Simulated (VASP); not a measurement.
Input of a VASP 6.6.1 run:

The input INCAR:

```
  PREC = Accurate
  ENCUT = 600
  EDIFF = 1E-8
  ISMEAR = -1
  SIGMA = 0.15
  LREAL = False
  LASPH = True
  NELM = 100
  ALGO = Fast
  ISIF = 3
  LWAVE = False
  LCHARG = False
  GGA = PS
  NBANDS = 13
  IBRION = 6
  NFREE = 2
  POTIM = 0.015
  NSW = 1
```

KPOINTS

```
regular mesh
0
Gamma
  20 20 20
```

The input POSCAR:

```
W
1.0
    0.0000000000      1.9363553662      1.9363553662
    1.9363553662      0.0000000000      1.9363553662
    1.9363553662      1.9363553662      0.0000000000
W
1
Direct
    0.0000000000      0.0000000000      0.0000000000
```

Potentials or basis: VASP PAW PBE potentials, release 64 (W_sv).

The run is started by

```console
$ cat potpaw_PBE.64/W_sv/POTCAR > POTCAR
$ mpirun -np 1 vasp_std > vasp.out
```

**Question.** Predict the elastic constants C11, C12, C44.

**Answer.** 197, 505, -44 GPa.

**Question.** Estimate the Voigt bulk modulus.

**Answer.** 402 GPa.

Clamped-ion elastic tensor (GPa):
```
197 505 505   0   0   0
505 197 505   0   0   0
505 505 197   0   0   0
  0   0   0 -44   0   0
  0   0   0   0 -44   0
  0   0   0   0   0 -44
```

Caveat: the cell is under stress, which shifts elastic constants; the elastic tensor has a negative eigenvalue, so either the cell is unstable as it stands or the mesh is too thin; the PAW data sets were made with another functional, which shifts forces and pressure a little.
